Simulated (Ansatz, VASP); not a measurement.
**Two plane-wave programs on Au**

```xyz
5
Lattice="2.8626 0.0000 0.0000 0.0000 4.0483 0.0000 0.0000 0.0000 21.7252" Properties=species:S:1:pos:R:3 pbc="T T T"
Au    0.0000    0.0000    8.1026
Au    1.4313    2.0242    9.3677
Au    0.0000    0.0000   10.8626
Au    1.4313    2.0242   12.3575
Au    0.0000    0.0000   13.6226
```

Alike in both runs: task single point; functional LDA; k mesh 13 × 9 × 1; occupations fermi-dirac, width 0.05 eV; no spin polarisation.

|  | VASP | Ansatz |
| --- | --- | --- |
| version | VASP 6.6.1 | Ansatz 0.2.0 |
| potentials or method | VASP PAW LDA potentials, release 64 (Au) | PAW with Ansatz's default frozen-core files, scalar-relativistic |
| plane-wave cutoff (eV) | 520 | 420 |
| valence electrons in the cell | 55 | 95 |

```csv
,VASP,Ansatz,Ansatz less VASP
rms of the force components (eV/Å),0.015,0.000,-0.0153
```

LDA's correlation is that of Perdew and Zunger in VASP and of Perdew and Wang (1992) in Ansatz. Atom by atom the forces differ by 0.016 eV/Å (rms over components). VASP's potentials hold 55 valence electrons a cell and Ansatz's 95, so a difference there can come from the potentials and not from the codes. Ansatz's warnings: slab cell height set.

Spin-orbit coupling is off throughout.
